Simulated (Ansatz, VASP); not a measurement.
**One calculation of CoSi2, two programs**

File INCAR:

```
SYSTEM = CoSi2
  PREC = Accurate
  ENCUT = 520
  EDIFF = 1E-6
  ISMEAR = 0
  SIGMA = 0.1
  LREAL = .FALSE.
  LASPH = .TRUE.
  NELM = 60
  ALGO = Normal
  ISIF = 2
  LWAVE = .FALSE.
  LCHARG = .TRUE.
  GGA = PS
  LELF = .TRUE.
  LVHAR = .TRUE.
  NBANDS = 16
```

KPOINTS

```
Automatic mesh
0
G
  14 14 14
  0 0 0
```

POSCAR

```
CoSi2
1.0
    0.0000000000      2.6294059077      2.6294059077
    2.6294059077      0.0000000000      2.6294059077
    2.6294059077      2.6294059077      0.0000000000
Co Si
1 2
Direct
    0.0000000000      0.0000000000      0.0000000000
    0.2500000000      0.2500000000      0.2500000000
    0.7500000000      0.7500000000      0.7500000000
```

Input for Ansatz:

```yaml
crystal:
  lattice:
    - [0.0, 2.6294059069, 2.6294059069]
    - [2.6294059069, 0.0, 2.6294059069]
    - [2.6294059069, 2.6294059069, 0.0]
  atoms:
    - { symbol: Co, position: [0.0, 0.0, 0.0] }
    - { symbol: Si, position: [0.25, 0.25, 0.25] }
    - { symbol: Si, position: [0.75, 0.75, 0.75] }
basis:
  ecutwfc: 420
kpoints:
  mp_grid: { grid: [14, 14, 14] }
hamiltonian:
  xc: pbesol
scf:
  occupations: { method: gaussian, width: 0.1 }
output:
  forces: true
  stress: true
  eigenvalues: true
```

Alike in both runs: task single point; functional PBEsol; k mesh 14 × 14 × 14; occupations gaussian, width 0.1 eV; no spin polarisation.

|  | VASP | Ansatz |
| --- | --- | --- |
| version | VASP 6.6.1 | Ansatz 0.2.0 |
| potentials or method | VASP PAW PBE potentials, release 64 (Co, Si), cutoff 520 eV | scalar-relativistic, plane waves, PAW |
| valence electrons in the cell | 17 | 25 |

VASP gave:

| Item | Value |
| --- | --- |
| gap on the k mesh at the Fermi level (eV) | none |
| pressure (GPa) | 6.5 |

Estimate Ansatz's values.

gap on the k mesh at the Fermi level (eV): none; pressure (GPa): 6.3.

VASP's potentials were made for PBE, not for PBEsol. A gap of «none» marks a metal or a gap that the smearing closes. VASP's potentials hold 17 valence electrons a cell and Ansatz's 25, so a difference there can come from the potentials and not from the codes.
